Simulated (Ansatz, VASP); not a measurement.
**AlCo in VASP and in Ansatz**

File INCAR:

```
PREC = Accurate
ENCUT = 520
EDIFF = 1E-7
ISMEAR = 0
SIGMA = 0.15
LREAL = False
LASPH = True
NELM = 80
ALGO = Fast
ISIF = 2
LWAVE = False
LCHARG = True
GGA = PS
LELF = True
LVHAR = True
NBANDS = 13
```

File KPOINTS:

```
regular mesh
0
Gamma
  22 22 22
```

The input POSCAR:

```
AlCo
1.0
    3.0695617701      0.0000000000      0.0000000000
    0.0000000000      2.8225855357      0.0000000000
    0.0000000000      0.0000000000      2.8225855357
Al Co
1 1
Direct
    0.0000000000      0.0000000000      0.0000000000
    0.5000000000      0.5000000000      0.5000000000
```

Input for Ansatz:

```yaml
crystal:
  lattice:
    - [3.0695617701, 0.0, 0.0]
    - [0.0, 2.8225855357, 0.0]
    - [0.0, 0.0, 2.8225855357]
  atoms:
    - { symbol: Al, position: [0.0, 0.0, 0.0] }
    - { symbol: Co, position: [0.5, 0.5, 0.5] }
basis:
  ecutwfc: 420
kpoints:
  mp_grid: { grid: [22, 22, 22] }
hamiltonian:
  xc: pbesol
scf:
  occupations: { method: gaussian, width: 0.15 }
output:
  forces: true
  stress: true
  eigenvalues: true
```

Change from the starting cell: strain +0.0875 x Voigt [1, 0, 0, 0, 0, 0], atoms carried along.

Alike in both runs: task single point; functional PBEsol; k mesh 22 × 22 × 22; occupations gaussian, width 0.15 eV; no spin polarisation.

|  | VASP | Ansatz |
| --- | --- | --- |
| version | VASP 6.6.1 | Ansatz 0.2.0 |
| potentials or method | VASP PAW PBE potentials, release 64 (Al, Co), cutoff 520 eV | scalar-relativistic, plane waves, PAW |
| valence electrons in the cell | 12 | 20 |

```tsv
	VASP	Ansatz	Ansatz less VASP
gap on the k mesh at the Fermi level (eV)	none	none	-
pressure (GPa)	-12.8	-12.9	-0.06
traceless stress, the component that is largest in VASP (GPa)	-5.11	-5.08	+0.027
```

VASP's potentials were made for PBE, not for PBEsol. A gap of «none» marks a metal or a gap that the smearing closes. VASP's potentials hold 12 valence electrons a cell and Ansatz's 20, so a difference there can come from the potentials and not from the codes.
